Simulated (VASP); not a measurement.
Here is a VASP 6.6.1 calculation.

Contents of POSCAR:

```
Si2W
1.0
   -1.6171926181      1.6171926181      3.9236601658
    1.6171926181     -1.6171926181      3.9236601658
    1.6171926181      1.6171926181     -3.9236601658
Si W
2 1
Direct
    0.3351439271      0.3351439271      0.0000000000
    0.6648560729      0.6648560729      0.0000000000
    0.0000000000      0.0000000000      0.0000000000
```

File INCAR.step1:

```
SYSTEM = Si2W
  ALGO = Normal
  EDIFF = 1E-4
  ENCUT = 520
  GGA = PE
  ISMEAR = 0
  LASPH = .True.
  LCHARG = .False.
  LREAL = .False.
  LWAVE = .True.
  NBANDS = 18
  NELM = 80
  PREC = Accurate
  SIGMA = 0.05
```

INCAR.step2

```
SYSTEM = Si2W
  ALGO = Normal
  EDIFF = 1E-6
  ENCUT = 520
  ISIF = 2
  ISMEAR = 0
  ISTART = 1
  LASPH = .True.
  LCHARG = .True.
  LELF = .True.
  LMIXTAU = .True.
  LREAL = .False.
  LVHAR = .True.
  LWAVE = .False.
  METAGGA = R2SCAN
  NBANDS = 18
  NELM = 80
  PREC = Accurate
  SIGMA = 0.05
```

The input KPOINTS:

```
k-points
0
Gamma
  18 18 18
  0 0 0
```

Potentials or basis: VASP PAW PBE potentials, release 64 (Si, W_sv).

Run with:

```sh
$ cat potpaw_PBE.64/Si/POTCAR potpaw_PBE.64/W_sv/POTCAR > POTCAR
$ cp INCAR.step1 INCAR
$ mpirun -np 1 vasp_std > vasp.out
$ cp INCAR.step2 INCAR
$ mpirun -np 1 vasp_std > vasp.out
```

Q: What does it give for the band gap on the k mesh?

A: Zero (bands 11 and 12 overlap by 1.25 eV).

Q: Predict the largest force.

A: 0.004 eV/Å.

Q: Predict the pressure.

A: -4.2 GPa.

Forces on the atoms (eV/Å):
```
Si   0.000  0.000 -0.004
Si   0.000  0.000  0.004
W    0.000  0.000  0.000
```

Caveat: the cell stands under tension; the PAW data sets were made with another functional, which shifts forces and pressure a little; spin-orbit coupling is left out, which moves the levels of the heavy elements.
